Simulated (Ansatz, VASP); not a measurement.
One calculation of Cu, two programs

```
CELL_PARAMETERS angstrom
-1.47710 1.47710 1.22821
1.47710 -1.47710 1.22821
1.47710 1.47710 -1.22821
ATOMIC_POSITIONS crystal
Cu 0.00000 0.00000 0.00000
```

Alike in both runs: task single point; functional PBE; k mesh 24 × 24 × 24; occupations gaussian, width 0.15 eV; no spin polarisation.

|  | VASP | Ansatz |
| --- | --- | --- |
| version | VASP 6.6.1 | Ansatz 0.2.0 |
| potentials or method | VASP PAW PBE potentials, release 64 (Cu), cutoff 520 eV | scalar-relativistic, plane waves, PAW |
| valence electrons in the cell | 11 | 19 |

VASP gave:

```
gap on the k mesh at the Fermi level (eV)                     : none
pressure (GPa)                                                : 23.1
traceless stress, the component that is largest in VASP (GPa) : 7.58
```

Task: Which values does Ansatz return?

Result: gap on the k mesh at the Fermi level (eV): none; pressure (GPa): 22.4; traceless stress, the component that is largest in VASP (GPa): 7.58.

A gap of «none» marks a metal or a gap that the smearing closes. The functional is the same, so the differences come from potentials, cutoffs and numerics. VASP's potentials hold 11 valence electrons a cell and Ansatz's 19, so a difference there can come from the potentials and not from the codes.
